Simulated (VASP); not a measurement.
Si4O: relaxation of cell and atoms with PBE

The system is Si4O.

```
Si O
1.0
    -2.80023    2.80023    2.80023
     2.80023   -2.80023    2.80023
     2.80023    2.80023   -2.80023
Si O
4 1
Direct
  0.34960 0.34960 0.34960
  0.65040 0.00000 0.00000
  0.00000 0.00000 0.65040
  0.00000 0.65040 0.00000
  0.00000 0.00000 0.00000
```

| Property | Result |
| --- | --- |
| Program | VASP 6.6.1 |
| Task | relaxation of cell and atoms |
| Functional | PBE |
| Potentials or basis | VASP PAW PBE potentials, release 64 (Si, O) |
| Cutoff | 600 eV |
| k mesh | 4 × 4 × 4 |
| Occupations | gaussian, width 0.1 eV |
| Spin | no spin polarisation |
| Dipole correction | no |
| Further INCAR settings | ALGO = Normal; EDIFF = 1e-06; IBRION = 2; EDIFFG = -0.04; NSW = 90; ISIF = 3 |

- Relaxed volume: 15.45 Å³/atom
- Relaxed cell: a = 4.647 Å, b = 4.647 Å, c = 4.647 Å, α = 109.47°, β = 109.47°, γ = 109.47°
- Space group after relaxing (to 0.05 Å): I-43m (No. 217)
- Energy gained by relaxing: 633.6 meV/atom
- Ionic steps: 9
- Pressure after relaxing: -0.1 GPa
- Band gap on the k mesh: zero (band 11 reaches 8.54 eV, above the bottom of band 12 at 7.63 eV)

Step by step:
```
step  energy change (eV)  largest force (eV/Å)  pressure (GPa)  volume (Å³)
   1              0.0000                5.2017            9.89        87.83
   2             -1.9202                0.3066          -10.74       102.35
   3             -1.9931                0.8773           -8.39        98.97
   4             -2.7654                0.7756           -5.62        87.37
   5             -3.1292                0.4081            1.80        76.15
   6             -3.1287                0.3890            2.31        75.73
   7             -3.1666                0.0314            0.71        76.56
   8             -3.1673                0.0159            0.47        76.69
   9             -3.1680                0.0005           -0.11        77.23
```

Final structure:
```
CELL_PARAMETERS angstrom
-2.68277 2.68277 2.68277
2.68277 -2.68277 2.68277
2.68277 2.68277 -2.68277
ATOMIC_POSITIONS crystal
Si 0.43060 0.43060 0.43060
Si 0.56940 0.00000 0.00000
Si 0.00000 0.00000 0.56940
Si 0.00000 0.56940 0.00000
O 0.00000 0.00000 0.00000
```

Levels at points of the mesh, in eV from the Fermi level:
```tsv
k point	band 7	band 8	band 9	band 10	band 11	band 12	band 13	band 14	band 15
(0.00, 0.00, 0.00)	-4.50	-4.50	-2.52	-2.52	-2.52	1.13	1.13	1.13	1.26
(0.50, 0.00, 0.00)	-4.93	-2.68	-2.53	-2.38	-0.61	1.04	1.37	1.96	2.37
(0.50, 0.50, 0.50)	-4.17	-4.17	-4.17	-2.31	-0.11	-0.11	-0.11	0.58	6.62
```

It took 68 s on 1 thread of Intel(R) Xeon(R) Platinum 8488C (Sapphire Rapids), with other jobs on the host, peak memory 0.24 GiB.

Caveat: the k points lie up to 0.41 Å⁻¹ apart in the final cell.
